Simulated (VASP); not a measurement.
A run of VASP 6.6.1 is set up as follows.

The input POSCAR:

```
Si
1.0
    3.8321295636      0.0000000000      0.0000000000
   -1.9160647818      3.3187215526      0.0000000000
    0.0000000000      0.0000000000      6.3412168395
Si
4
Direct
    0.3333333333      0.6666666667      0.0005609406
    0.6666666667      0.3333333333      0.5005609406
    0.3333333333      0.6666666667      0.3744390594
    0.6666666667      0.3333333333      0.8744390594
```

File INCAR.step1:

```
  PREC = Accurate
  ENCUT = 520
  ISMEAR = 0
  SIGMA = 0.01
  LREAL = False
  LASPH = True
  NELM = 100
  NBANDS = 16
  GGA = PE
  ALGO = Normal
  EDIFF = 1E-4
  LWAVE = True
  LCHARG = False
```

Contents of INCAR.step2:

```
  PREC = Accurate
  ENCUT = 520
  EDIFF = 1E-7
  ISMEAR = 0
  SIGMA = 0.01
  LREAL = False
  LASPH = True
  NELM = 100
  ALGO = Normal
  ISIF = 2
  LWAVE = False
  LCHARG = True
  METAGGA = R2SCAN
  LMIXTAU = True
  LELF = True
  LVHAR = True
  NBANDS = 16
  ISTART = 1
```

Contents of KPOINTS:

```
regular mesh
0
Gamma
  12 12 4
```

Potentials or basis: VASP PAW PBE potentials, release 64 (Si).

Command:

```console
$ cat potpaw_PBE.64/Si/POTCAR > POTCAR
$ cp INCAR.step1 INCAR
$ mpirun -np 1 vasp_std > vasp.out
$ cp INCAR.step2 INCAR
$ mpirun -np 1 vasp_std > vasp.out
```

**Question.** What does it give for the pressure?

**Answer.** -0.2 GPa.

**Question.** Predict the band gap on the k mesh.

**Answer.** 0.62 eV, indirect (least direct gap 1.38 eV).

Caveat: the PAW data sets were made with another functional, which shifts forces and pressure a little. r2SCAN opens gaps a little over a GGA but as a rule still falls short of measured ones.
